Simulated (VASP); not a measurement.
# GaSb (I-4m2) in VASP: notebook

The runs below take GaSb through single point, with PBEsol.

All numbers are computed with VASP 6.6.1; they aren't measurements. Logs are shortened: lines on timing, memory, paths and dates and some standing lists are left out, and cuts for length are marked.

## 1. The cell of the first run

It takes space group I-4m2 (No. 119, tetragonal). The conventional cell has a = 4.326 Å, b = 4.326 Å, c = 5.996 Å, α = 90.00°, β = 90.00°, γ = 90.00°. Ga (site symmetry -4m2) has 4 Sb at 2.63 Å within 3.5 Å. Sb (site symmetry -4m2) has 4 Ga at 2.63 Å within 3.5 Å.

## 2. Single point, PBEsol (strain -0.0200 x Voigt [0, 1, 0, 0, 0, 0])

INCAR reads:

```
PREC = Accurate
ENCUT = 520
EDIFF = 1E-7
ISMEAR = 0
SIGMA = 0.15
LREAL = False
LASPH = True
NELM = 100
ALGO = Normal
ISIF = 2
LWAVE = False
LCHARG = False
GGA = PS
NBANDS = 16
```

KPOINTS reads:

```
Automatic mesh
0
Gamma
  14 14 14
```

POSCAR reads:

```
GaSb
1.0
    0.0000000000      2.9978200000      3.0590000000
    3.0590000000      0.0000000000      3.0590000000
    3.0590000000      2.9978200000      0.0000000000
Ga Sb
1 1
Direct
    0.0000000000      0.0000000000      0.0000000000
    0.7500000000      0.7500000000      0.7500000000
```

Potentials or basis: VASP PAW PBE potentials, release 64 (Ga_d, Sb).

Started as:

```bash
$ cat potpaw_PBE.64/Ga_d/POTCAR potpaw_PBE.64/Sb/POTCAR > POTCAR
$ mpirun -np 1 vasp_std > vasp.out
```

OUTCAR:

```text
PREC = Accurate
   ENCUT = 520
   EDIFF = 1E-7
   ISMEAR = 0
   LREAL = False
   LASPH = True
   NELM = 100
   ISIF = 2
   GGA = PS

 ion  position               nearest neighbor table
   1  0.000  0.000  0.000-   2 2.63   2 2.63   2 2.63   2 2.63
   2  0.750  0.750  0.750-   1 2.63   1 2.63   1 2.63   1 2.63

  LATTYP: Found a body centered tetragonal cell.
 ALAT       =     4.3260792873
 C/A-ratio  =     1.3859292911

  Lattice vectors:

 A1 = (   0.0000000000,  -2.9978200000,   3.0590000000)
 A2 = (   0.0000000000,  -2.9978200000,  -3.0590000000)
 A3 = (   3.0590000000,   2.9978200000,   0.0000000000)

Analysis of symmetry for initial positions (statically):
=====================================================================
 Subroutine PRICEL returns:
 Original cell was already a primitive cell.

 Routine SETGRP: Setting up the symmetry group for a
 body centered tetragonal supercell.

 Subroutine GETGRP returns: Found  8 space group operations
 (whereof  8 operations were pure point group operations)
 out of a pool of 16 trial point group operations.

The static configuration has the point symmetry D_2d.

Analysis of symmetry for dynamics (positions and initial velocities):
=====================================================================
 Subroutine PRICEL returns:
 Original cell was already a primitive cell.

 Routine SETGRP: Setting up the symmetry group for a
 body centered tetragonal supercell.

 Subroutine GETGRP returns: Found  8 space group operations
 (whereof  8 operations were pure point group operations)
 out of a pool of 16 trial point group operations.

The dynamic configuration has the point symmetry D_2d.

 Subroutine INISYM returns: Found  8 space group operations
 (whereof  8 operations are pure point group operations),
 and found     1 'primitive' translations

----------------------------------------------------------------------------------------

                                     Primitive cell

  volume of cell :      56.1041

  direct lattice vectors                    reciprocal lattice vectors
     0.000000000  2.997820000  3.059000000    -0.163452109  0.166787866  0.163452109
     3.059000000  0.000000000  3.059000000     0.163452109 -0.166787866  0.163452109
     3.059000000  2.997820000  0.000000000     0.163452109  0.166787866 -0.163452109

  length of vectors
     4.283036978  4.326079287  4.283036978     0.285046270  0.285046270  0.285046270

  position of ions in fractional coordinates (direct lattice)
[... 74 lines left out ...]
   LNONCOLLINEAR =      F non collinear calculations
   LSORBIT =      F    spin-orbit coupling
   LASPH  =      T    aspherical Exc in radial PAW
   ENCUT  =  520.0 eV  38.22 Ry    6.18 a.u.   7.96  8.04  7.96*2*pi/ulx,y,z
   NELM   =    100;   NELMIN=  2; NELMDL= -5     # of ELM steps
   EDIFF  = 0.1E-06   stopping-criterion for ELM
   LREAL  =      F    real-space projection
   EDIFFG = 0.1E-05   stopping-criterion for IOM
   NSW    =      0    number of steps for IOM
   IBRION =     -1    ionic relax: 0-MD 1-quasi-New 2-CG
   NFREE  =      0    steps in history (QN), initial steepest desc. (CG)
   ISIF   =      2    stress and relaxation
   ISYM   =      2    0-nonsym 1-usesym 2-fastsym
   POTIM  = 0.5000    time-step for ionic-motion
   TEBEG  =    0.0;   TEEND  =   0.0 temperature during run
   PSTRESS=    0.0 pullay stress
   NELECT =      18.0000    total number of electrons
   NUPDOWN=      -1.0000    fix difference up-down
   EMIN   =  10.00;   EMAX   =-10.00  energy-range for DOS
   EFERMI =   0.00;   METHOD = LEGACY
   ISMEAR =     0;   SIGMA  =   0.15  broadening in eV -4-tet -1-fermi 0-gaus
   EFERMI_NEDOS =   21; number of points for ismear=-14 and -15
   IALGO  =     38    algorithm
   IMIX   =      4    mixing-type and parameters
     AMIX     =   0.40;   BMIX     =  1.00
     AMIX_MAG =   1.60;   BMIX_MAG =  1.00
  volume/ion in A,a.u.               =      28.05       189.30
  Fermi-wavevector in a.u.,A,eV,Ry     =   1.120730  2.117872 17.089391  1.256035
  Thomas-Fermi vector in A             =   2.257378
   LORBIT       =      0    0 simple, 1 ext, 2 COOP (PROOUT), +10 PAW based schemes
   GGA     = PS    functional components
   LHFCALC =     F    Hartree Fock is set to
   AEXX    =    0.0000 exact exchange contribution
   IVDW    =     0    specifies the selected vdW correction
   LEPSILON=     F    determine dielectric tensor
   LRPA    =     F    only Hartree local field effects (RPA)
 non-spin polarized calculation
 Gauss-broadening in eV      SIGMA  =   0.15
  energy-cutoff  :      520.00
  volume of cell :       56.10
 maximum number of plane-waves:      1536
   NGX = 15   NGY = 17   NGZ = 15

 number of electron      17.9999987 magnetization

 Free energy of the ion-electron system (eV)
  ---------------------------------------------------
  ext. energy  EPLUGINS =         0.00000000
  ---------------------------------------------------
  free energy    TOTEN  =        -8.15030007 eV

  energy without entropy =       -8.15013971  energy(sigma->0) =       -8.15021989

 E-fermi :   5.0913     XC(G=0):  -9.3557

 val. band max:        5.0706477765   @ k =   0.0000   0.0000   0.0000
 cond. band min:       5.3220391703   @ k =   0.5000   0.0000   0.0000
 fundamental gap:      0.2513913938
 Fermi energy:         5.0912510224

 k-point     1 :       0.0000    0.0000    0.0000
  band No.  band energies     occupation
      1     -10.0998      2.00000
      2     -10.0998      2.00000
      3     -10.0972      2.00000
      4     -10.0465      2.00000
      5     -10.0444      2.00000
      6      -6.7075      2.00000
[... 433 lines left out ...]
      3     -10.0879      2.00000
      4     -10.0486      2.00000
      5     -10.0444      2.00000
      6      -5.9497      2.00000
[... 8 lines left out ...]
     15      13.2151      0.00000
     16      13.7645      0.00000

 [... further k-points ...]
[... 5 lines left out ...]
  --------------------------------------------------------------------------------------
  -------------------------------------------------------------------------------------
  Total        0.2512320      0.5518743      0.2512320      0.0000000     -0.0000000      0.0000000
  in kB        7.1744903     15.7600027      7.1744903      0.0000000     -0.0000000      0.0000000
  external PRESSURE =      10.0363278 kB  Pullay stress =       0.0000000 kB

 VOLUME and BASIS-vectors are now :
 -----------------------------------------------------------------------------
  energy-cutoff  :      520.00
  volume of cell :       56.10
      direct lattice vectors                 reciprocal lattice vectors
     0.000000000  2.997820000  3.059000000    -0.163452109  0.166787866  0.163452109
     3.059000000  0.000000000  3.059000000     0.163452109 -0.166787866  0.163452109
     3.059000000  2.997820000  0.000000000     0.163452109  0.166787866 -0.163452109

 POSITION                                       TOTAL-FORCE (eV/Angst)
 -----------------------------------------------------------------------------------
      0.00000      0.00000      0.00000         0.000000      0.000000      0.000000
      4.58850      4.49673      4.58850        -0.000000     -0.000000     -0.000000
 -----------------------------------------------------------------------------------
    total drift:                               -0.000001      0.000001     -0.000001

  FREE ENERGIE OF THE ION-ELECTRON SYSTEM (eV)
  ---------------------------------------------------
  free  energy   TOTEN  =        -8.1503000738 eV

  energy  without entropy=       -8.1501397139  energy(sigma->0) =       -8.15021989
```

OSZICAR:

```text
N       E                     dE             d eps       ncg     rms          rms(c)
DAV:   1     0.820737688348E+02    0.82074E+02   -0.86230E+03  7936   0.139E+03
DAV:   2    -0.183317237870E+01   -0.83907E+02   -0.80653E+02  9416   0.298E+02
DAV:   3    -0.814067555108E+01   -0.63075E+01   -0.62927E+01  9480   0.649E+01
DAV:   4    -0.825162781725E+01   -0.11095E+00   -0.11094E+00  9888   0.967E+00
DAV:   5    -0.825414507074E+01   -0.25173E-02   -0.25172E-02 10016   0.129E+00    0.320E+00
DAV:   6    -0.817727237504E+01    0.76873E-01   -0.84548E-02 10768   0.499E+00    0.188E+00
DAV:   7    -0.814996806011E+01    0.27304E-01   -0.44423E-02  9768   0.190E+00    0.368E-01
DAV:   8    -0.815002496779E+01   -0.56908E-04   -0.48611E-03 10224   0.830E-01    0.108E-01
DAV:   9    -0.815030171636E+01   -0.27675E-03   -0.46104E-04  9200   0.164E-01    0.412E-02
DAV:  10    -0.815029160808E+01    0.10108E-04   -0.19587E-05 10336   0.371E-02    0.126E-02
DAV:  11    -0.815030002839E+01   -0.84203E-05   -0.12148E-05  9336   0.244E-02    0.466E-03
DAV:  12    -0.815030007378E+01   -0.45389E-07   -0.46086E-07 10400   0.656E-03
   1 F= -.81503001E+01 E0= -.81502199E+01  d E =-.160360E-03
```

It took 68 s on 1 thread of Intel Xeon 6975P-C (Granite Rapids), shared host; peak memory 0.35 GiB.

Results:

* Free energy: -8.1503 eV
* Pressure: 1.0 GPa

Caveat: the cell differs from its parent crystal (strain -0.0200 x Voigt [0, 1, 0, 0, 0, 0]); the PAW data sets were made with another functional, which shifts forces and pressure a little; spin-orbit coupling is left out, which moves the levels of the heavy elements.

## 3. Single point, PBEsol (strain -0.0100 x Voigt [0, 1, 0, 0, 0, 0])

INCAR reads:

```
SYSTEM = GaSb
PREC = Accurate ; ENCUT = 520
EDIFF = 1E-6 ; ISMEAR = 0
SIGMA = 0.15 ; LREAL = .FALSE.
LASPH = .TRUE. ; NELM = 60
ALGO = Normal ; ISIF = 2
LWAVE = .FALSE. ; LCHARG = .FALSE.
GGA = PS ; NBANDS = 16
```

KPOINTS reads:

```
regular mesh
0
G
  14 14 14
  0 0 0
```

POSCAR reads:

```
GaSb
1.0
    0.0000000000      3.0284100000      3.0590000000
    3.0590000000      0.0000000000      3.0590000000
    3.0590000000      3.0284100000      0.0000000000
Ga Sb
1 1
Direct
    0.0000000000      0.0000000000      0.0000000000
    0.7500000000      0.7500000000      0.7500000000
```

Potentials or basis: VASP PAW PBE potentials, release 64 (Ga_d, Sb).

Started as:

```bash
$ cat potpaw_PBE.64/Ga_d/POTCAR potpaw_PBE.64/Sb/POTCAR > POTCAR
$ mpirun -np 1 vasp_std > vasp.out
```

Wall time 63 s (1 thread of Intel Xeon 6975P-C (Granite Rapids), shared host); peak memory 0.35 GiB.

The run converged. Its results:

```yaml
Free_energy: -8.1544 eV
Pressure: 0.5 GPa
```

Stress tensor (GPa, compression positive):
```
0.31 0.00 0.00
0.00 0.74 0.00
0.00 0.00 0.31
```

Levels at points of the mesh, in eV from the Fermi level:
| k point | band 5 | band 6 | band 7 | band 8 | band 9 | band 10 | band 11 | band 12 | band 13 | band 14 |
| --- | --- | --- | --- | --- | --- | --- | --- | --- | --- | --- |
| (0.00, 0.00, 0.00) | -15.10 | -11.71 | -0.15 | -0.15 | -0.09 | -0.07 | 2.60 | 2.63 | 2.63 | 5.50 |
| (0.50, 0.00, 0.00) | -15.10 | -10.05 | -6.58 | -1.34 | -1.27 | 0.23 | 3.56 | 3.62 | 6.18 | 9.17 |
| (0.50, 0.50, 0.00) | -15.09 | -9.22 | -7.03 | -2.74 | -2.73 | 0.72 | 1.03 | 8.59 | 8.60 | 9.91 |
| (0.50, 0.00, 0.50) | -15.09 | -9.18 | -6.98 | -2.80 | -2.80 | 0.65 | 0.97 | 8.60 | 8.60 | 9.95 |

Caveat: the cell differs from its parent crystal (strain -0.0100 x Voigt [0, 1, 0, 0, 0, 0]); the PAW data sets were made with another functional, which shifts forces and pressure a little; spin-orbit coupling is left out, which moves the levels of the heavy elements.

(Part 1 of 2 ends here.)
